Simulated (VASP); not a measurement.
Crystal: BaTa2Tl3.

```
Ba Ta Tl
1.0
     6.65586    0.00000    0.00000
    -3.32793    5.76414    0.00000
     0.00000    0.00000    4.05287
Ba Ta Tl
1 2 3
Direct
  0.00000 0.00000 0.00000
  0.33333 0.66667 0.00000
  0.66667 0.33333 0.00000
  0.50000 0.00000 0.50000
  0.50000 0.50000 0.50000
  0.00000 0.50000 0.50000
```

| Quantity | Value |
| --- | --- |
| Program | VASP 6.6.1 |
| Task | relaxation of cell and atoms |
| Functional | PBE |
| Potentials or basis | VASP PAW PBE potentials, release 64 (Ba_sv, Ta_pv, Tl_d) |
| Cutoff | 600 eV |
| k mesh | 3 × 3 × 4 |
| Occupations | gaussian, width 0.1 eV |
| Spin | no spin polarisation |

At the start: pressure 7.7 GPa; volume 25.91 Å³/atom.

**Question.** Where does the relaxation end?

**Answer.** Over 8 steps the energy falls by 113.1 meV/atom and the volume is 26.81 Å³/atom (+3.4 %); space group P6/mmm (No. 191, to 0.05 Å).

The path:
| step | energy change (eV) | largest force (eV/Å) | pressure (GPa) | volume (Å³) |
| --- | --- | --- | --- | --- |
| 1 | 0.0000 | 0.0000 | 7.69 | 155.49 |
| 2 | -0.1451 | 0.0000 | -5.69 | 184.97 |
| 3 | -0.4212 | 0.0000 | -0.97 | 170.76 |
| 4 | -0.5040 | 0.0000 | -0.93 | 168.94 |
| 5 | -0.6551 | 0.0000 | -0.49 | 163.58 |
| 6 | -0.2069 | 0.0000 | 3.20 | 150.87 |
| 7 | -0.6723 | 0.0000 | -0.30 | 162.14 |
| 8 | -0.6788 | 0.0000 | -0.09 | 160.83 |

Final structure:
```xyz
6
Lattice="6.3110 0.0000 0.0000 -3.1555 5.4655 0.0000 0.0000 0.0000 4.6628" Properties=species:S:1:pos:R:3 pbc="T T T"
Ba    0.0000    0.0000    0.0000
Ta    0.0000    3.6436    0.0000
Ta    3.1555    1.8218    4.6628
Tl    3.1555    0.0000    2.3314
Tl    1.5777    2.7327    2.3314
Tl   -1.5777    2.7327    2.3314
```

Caveat: the k points lie up to 0.38 Å⁻¹ apart in the final cell.
